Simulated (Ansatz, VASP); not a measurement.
## One calculation of C, two programs

```
CELL_PARAMETERS angstrom
0.00000 1.70897 1.70897
1.70897 0.00000 1.70897
1.70897 1.70897 0.00000
ATOMIC_POSITIONS crystal
C 0.25000 0.25000 0.25000
C 0.00000 0.00000 0.00000
```

Change from the starting cell: volume scaled by 0.88.

Alike in both runs: functional r2SCAN0; dispersion D4; k mesh 7 × 7 × 7; occupations fermi-dirac, width 0.05 eV; no spin polarisation.

```csv
,VASP,Ansatz
version,VASP 6.6.1,Ansatz 0.2.0
potentials or method,"VASP PAW PBE potentials, release 64 (C)",PseudoDojo standard (PBE files)
plane-wave cutoff (eV),580,1116
valence electrons in the cell,8,8
task,single point,electrostatic potential
```

```tsv
	VASP	Ansatz	Ansatz less VASP
gap on the k mesh at the Fermi level (eV)	6.60	6.42	-0.176
least direct gap on the mesh (eV)	8.22	8.21	-0.006
pressure (GPa)	58.6	67.6	+9.07
```

VASP's potentials were made for PBE, not for r2SCAN0. The pressures are high and differ by over a tenth, so treat them with care.

The k mesh is coarse, so the values compare programs but aren't converged. Noted on Ansatz's run: the meta-GGA runs on potentials made for a GGA; odd divisions of the mesh miss points on the zone boundary, where band edges often lie, so the gap on the mesh can be too wide.
